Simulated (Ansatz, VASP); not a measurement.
**W: VASP beside Ansatz**

Contents of INCAR:

```
SYSTEM = W
PREC = Accurate
ENCUT = 520
EDIFF = 1E-8
ISMEAR = -1
SIGMA = 0.05
LREAL = .FALSE.
LASPH = .TRUE.
NELM = 80
ALGO = Normal
ISIF = 2
LWAVE = .FALSE.
LCHARG = .FALSE.
GGA = PS
LEFG = .TRUE.
NBANDS = 13
```

Contents of KPOINTS:

```
regular mesh
0
G
  14 14 14
  0 0 0
```

POSCAR

```
W
1.0
    0.0000000000      2.0232106516      2.0232106516
    2.0232106516      0.0000000000      2.0232106516
    2.0232106516      2.0232106516      0.0000000000
W
1
Direct
    0.0000000000      0.0000000000      0.0000000000
```

Input for Ansatz:

```yaml
crystal:
  lattice:
    - [0.0, 2.0232106516, 2.0232106516]
    - [2.0232106516, 0.0, 2.0232106516]
    - [2.0232106516, 2.0232106516, 0.0]
  atoms:
    - { symbol: W, position: [0.0, 0.0, 0.0] }
kpoints:
  mp_grid: { grid: [14, 14, 14] }
scf:
  occupations: { method: fermi_dirac, width: 0.05 }
hamiltonian:
  xc: pbesol
  pseudopotentials: { kind: paw }
output:
  forces: true
  stress: true
  eigenvalues: true
  efg: { contact_densities: true }
```

Change from the starting cell: volume scaled by 0.99, PAW files.

Alike in both runs: task electric field gradients; functional PBEsol; k mesh 14 × 14 × 14; occupations fermi-dirac, width 0.05 eV; no spin polarisation.

|  | VASP | Ansatz |
| --- | --- | --- |
| version | VASP 6.6.1 | Ansatz 0.2.0 |
| potentials or method | VASP PAW PBE potentials, release 64 (W_sv) | PAW with Ansatz's default frozen-core files, scalar-relativistic |
| plane-wave cutoff (eV) | 520 | 420 |
| valence electrons in the cell | 14 | 14 |

|  | VASP | Ansatz | Ansatz less VASP |
| --- | --- | --- | --- |
| pressure (GPa) | -9.6 | -10.1 | -0.49 |

VASP's potentials were made for PBE, not for PBEsol.

Neither program's run includes spin-orbit coupling.
